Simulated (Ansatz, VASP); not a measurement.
## Two plane-wave programs on Ge3S

```
Ge S
1.0
     4.29816    0.00000    0.00000
     0.00000    4.29816    0.00000
     0.00000    0.00000    4.17207
Ge S
3 1
Direct
  0.50000 0.50000 0.00000
  0.50000 0.00000 0.50000
  0.00000 0.50000 0.50000
  0.00000 0.00000 0.00000
```

Change from the starting cell: species swapped into the InPd3 type (P4/mmm, No. 123).

Alike in both runs: task single point; functional PBE; k mesh 4 × 4 × 4; occupations gaussian, width 0.1 eV; no spin polarisation.

```csv
,VASP,Ansatz
version,VASP 6.6.1,Ansatz 0.2.0
potentials or method,"VASP PAW PBE potentials, release 64 (Ge_d, S), cutoff 520 eV","scalar-relativistic, plane waves, PAW"
valence electrons in the cell,48,48
```

|  | VASP | Ansatz | Ansatz less VASP |
| --- | --- | --- | --- |
| gap on the k mesh at the Fermi level (eV) | none | none | - |
| pressure (GPa) | 0.0 | -0.1 | -0.10 |
| traceless stress, the component that is largest in VASP (GPa) | -0.23 | -0.23 | -0.002 |

A gap of «none» marks a metal or a gap that the smearing closes. The functional is the same, so the differences come from potentials, cutoffs and numerics.

The k mesh is coarse, so the values compare programs but aren't converged.
